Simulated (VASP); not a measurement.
# Ag (Pm-3m) in VASP: a series of runs, part 2 of 2

VASP 6.6.1. Earlier steps stand in the parts before.

## Step 6: Single point, PBE, non-collinear spin, zero start, spin-orbit coupling

This run uses another cell than the first one, of 20.85 Å³/atom, 0.926 times its volume.

INCAR reads:

```
SYSTEM = Ag
  PREC = Accurate
  ENCUT = 520
  EDIFF = 1E-7
  ISMEAR = -1
  SIGMA = 0.1
  LREAL = .FALSE.
  LASPH = .TRUE.
  NELM = 150
  ALGO = Normal
  ISIF = 2
  LWAVE = .FALSE.
  LCHARG = .TRUE.
  MAGMOM = 0 0 0
  LORBIT = 11
  LSORBIT = .TRUE.
  GGA_COMPAT = .FALSE.
  LORBMOM = .TRUE.
  LMAXMIX = 4
  GGA = PE
  LVHAR = .TRUE.
  NBANDS = 22
```

KPOINTS reads:

```
Automatic mesh
0
G
  11 11 11
  0 0 0
```

POSCAR reads:

```
Ag
1.0
    2.7521713490      0.0000000000      0.0000000000
    0.0000000000      2.7521713490      0.0000000000
    0.0000000000      0.0000000000      2.7521713490
Ag
1
Direct
    0.0000000000      0.0000000000      0.0000000000
```

Potentials or basis: VASP PAW PBE potentials, release 64 (Ag).

Launch:

```console
$ cat potpaw_PBE.64/Ag/POTCAR > POTCAR
$ mpirun -np 1 vasp_ncl > vasp.out
```

OUTCAR:

```text
SYSTEM = Ag
   PREC = Accurate
   ENCUT = 520
   EDIFF = 1E-7
   ISMEAR = -1
   LREAL = .FALSE.
   LASPH = .TRUE.
   NELM = 150
   ISIF = 2
   LORBIT = 11
   LSORBIT = .TRUE.
   GGA = PE

 ion  position               nearest neighbor table
   1  0.000  0.000  0.000-

  LATTYP: Found a simple cubic cell.
 ALAT       =     2.7521713490

  Lattice vectors:

 A1 = (   2.7521713490,   0.0000000000,   0.0000000000)
 A2 = (   0.0000000000,   2.7521713490,   0.0000000000)
 A3 = (   0.0000000000,   0.0000000000,   2.7521713490)

Analysis of symmetry for initial positions (statically):
=====================================================================
 Subroutine PRICEL returns:
 Original cell was already a primitive cell.

 Routine SETGRP: Setting up the symmetry group for a
 simple cubic supercell.

 Subroutine GETGRP returns: Found 48 space group operations
 (whereof 48 operations were pure point group operations)
 out of a pool of 48 trial point group operations.

The static configuration has the point symmetry O_h .

Analysis of symmetry for dynamics (positions and initial velocities):
=====================================================================
 Subroutine PRICEL returns:
 Original cell was already a primitive cell.

 Routine SETGRP: Setting up the symmetry group for a
 simple cubic supercell.

 Subroutine GETGRP returns: Found 48 space group operations
 (whereof 48 operations were pure point group operations)
 out of a pool of 48 trial point group operations.

The dynamic configuration has the point symmetry O_h .

Analysis of structural, dynamic, and magnetic symmetry:
=====================================================================
 Subroutine PRICEL returns:
 Original cell was already a primitive cell.

[... 769 lines left out ...]
  -------------------------------------------------------------------------------------
  Total       -0.0408515     -0.0408515     -0.0408515      0.0000000     -0.0000000      0.0000000
  in kB       -3.1397305     -3.1397305     -3.1397305      0.0000000     -0.0000000      0.0000000
  external PRESSURE =      -3.1397305 kB  Pullay stress =       0.0000000 kB

 VOLUME and BASIS-vectors are now :
 -----------------------------------------------------------------------------
  energy-cutoff  :      520.00
  volume of cell :       20.85
      direct lattice vectors                 reciprocal lattice vectors
     2.752171349  0.000000000  0.000000000     0.363349470  0.000000000  0.000000000
     0.000000000  2.752171349  0.000000000     0.000000000  0.363349470  0.000000000
     0.000000000  0.000000000  2.752171349     0.000000000  0.000000000  0.363349470

 POSITION                                       TOTAL-FORCE (eV/Angst)
 -----------------------------------------------------------------------------------
      0.00000      0.00000      0.00000         0.000000      0.000000      0.000000
 -----------------------------------------------------------------------------------
    total drift:                               -0.000000      0.000000      0.000000

  FREE ENERGIE OF THE ION-ELECTRON SYSTEM (eV)
  ---------------------------------------------------
  free  energy   TOTEN  =        -2.4173841258 eV

  energy  without entropy=       -2.4087052493  energy(sigma->0) =       -2.41304469

 orbital moment (x)

 # of ion     p       d       tot
 ----------------------------------------
  1        -0.000   0.000   0.000
 ----------------------------------------
           -0.000   0.000   0.000

 orbital moment (y)

 # of ion     p       d       tot
 ----------------------------------------
  1         0.000  -0.000  -0.000
 ----------------------------------------
            0.000  -0.000  -0.000

 orbital moment (z)

 # of ion     p       d       tot
 ----------------------------------------
  1         0.000   0.000   0.000
 ----------------------------------------
            0.000   0.000   0.000

 Spin-Orbit-Coupling matrix elements

 Ion:    1  E_soc:     -0.0504970
 l=   1
     0.0000000    -0.0016362    -0.0016362
    -0.0016362     0.0000000    -0.0016362
    -0.0016362    -0.0016362     0.0000000
 l=   2
     0.0000000    -0.0011335     0.0000000    -0.0011335    -0.0056465
    -0.0011335     0.0000000    -0.0042348    -0.0011335    -0.0014116
     0.0000000    -0.0042348     0.0000000    -0.0042348     0.0000000
    -0.0011335    -0.0011335    -0.0042348     0.0000000    -0.0014116
    -0.0056465    -0.0014116     0.0000000    -0.0014116     0.0000000
 l=   3
     0.0000000     0.0000000     0.0000000     0.0000000     0.0000000     0.0000000     0.0000000
     0.0000000     0.0000000     0.0000000     0.0000000     0.0000000     0.0000000     0.0000000
     0.0000000     0.0000000     0.0000000     0.0000000     0.0000000     0.0000000     0.0000000
     0.0000000     0.0000000     0.0000000     0.0000000     0.0000000     0.0000000     0.0000000
     0.0000000     0.0000000     0.0000000     0.0000000     0.0000000     0.0000000     0.0000000
     0.0000000     0.0000000     0.0000000     0.0000000     0.0000000     0.0000000     0.0000000
     0.0000000     0.0000000     0.0000000     0.0000000     0.0000000     0.0000000     0.0000000

 total charge

# of ion       s       p       d       tot
------------------------------------------
    1        0.429   0.223   9.179   9.831

 magnetization (x)

# of ion       s       p       d       tot
------------------------------------------
    1        0.000  -0.000   0.000   0.000

 magnetization (y)

# of ion       s       p       d       tot
------------------------------------------
    1        0.000   0.000   0.000   0.000

 magnetization (z)

# of ion       s       p       d       tot
------------------------------------------
    1       -0.000  -0.000   0.000  -0.000
```

OSZICAR:

```text
N       E                     dE             d eps       ncg     rms          rms(c)
DAV:   1     0.652945639775E+02    0.65295E+02   -0.54021E+03  2488   0.947E+02
DAV:   2    -0.117780361136E+01   -0.66472E+02   -0.61607E+02  2794   0.231E+02
DAV:   3    -0.260876075502E+01   -0.14310E+01   -0.14264E+01  2858   0.364E+01
DAV:   4    -0.261500187349E+01   -0.62411E-02   -0.62407E-02  2692   0.241E+00
DAV:   5    -0.261508100912E+01   -0.79136E-04   -0.79135E-04  2788   0.278E-01    0.389E+00
DAV:   6    -0.242514623155E+01    0.18993E+00   -0.42703E-01  2626   0.849E+00    0.264E+00
DAV:   7    -0.241970424408E+01    0.54420E-02   -0.52759E-03  2734   0.833E-01    0.153E+00
DAV:   8    -0.241736598424E+01    0.23383E-02   -0.63207E-04  2716   0.237E-01    0.310E-01
DAV:   9    -0.241737338319E+01   -0.73989E-05   -0.11956E-05  2800   0.285E-02    0.306E-02
DAV:  10    -0.241738193905E+01   -0.85559E-05   -0.33605E-06  2686   0.191E-02    0.178E-02
DAV:  11    -0.241738423666E+01   -0.22976E-05   -0.18667E-06  2656   0.146E-02    0.707E-04
DAV:  12    -0.241738413400E+01    0.10266E-06   -0.17368E-08  1972   0.126E-03    0.610E-04
DAV:  13    -0.241738412577E+01    0.82271E-08   -0.32359E-09  1370   0.484E-04
   1 F= -.24173841E+01 E0= -.24130447E+01  d E =-.867888E-02  mag=     0.0000     0.0000     0.0000
```

stdout:

```text
POSCAR found type information on POSCAR Ag
 POSCAR found :  1 types and       1 ions
 scaLAPACK will be used
 LDA part: xc-table for (Slater+PW92), standard interpolation
 POSCAR, INCAR and KPOINTS ok, starting setup
 FFT: planning ... GRIDC
 FFT: planning ... GRID_SOFT
 FFT: planning ... GRID
 WAVECAR not read
 entering main loop
```

It took 24 s on 1 thread of Intel Xeon 6975P-C, shared host; peak memory 0.18 GiB.

What came out:

| Property | Result |
| --- | --- |
| Free energy | -2.4174 eV |
| Pressure | -0.3 GPa |
| Net moment | 0.00 μB per cell |
| Valence electrons inside the program's atomic spheres | Ag 9.83 |

Moments on the atoms (μB; x, y, z):
```
Ag  0.00 0.00 0.00
```

## Step 7: The runs side by side

| task | spin | cell | k mesh | cutoff (eV) | gap on the mesh (eV) | pressure (GPa) |
| --- | --- | --- | --- | --- | --- | --- |
| single point | off | a = 2.824 Å, 1 atom | 13 × 13 × 13 | 520 | none | -4.3 |
| single point | off | a = 2.858 Å, 1 atom | 13 × 13 × 13 | 520 | none | -5.6 |
| single point | off | a = 2.752 Å, 1 atom | 19 × 19 × 19 | 520 | none | -0.2 |
| relaxation of cell and atoms | off | relaxed from a = 2.641 Å, 1 atom | 12 × 12 × 12 | 600 | none | 0.1 |
| single point | non-collinear, zero start, SOC | a = 2.752 Å, 1 atom | 11 × 11 × 11 | 520 | - | -0.3 |

Alike in all rows: level PBE; potentials or basis VASP PAW PBE potentials, release 64 (Ag); smearing fermi-dirac 0.1 eV.

Absolute energies hang on the potentials; compare differences alone.
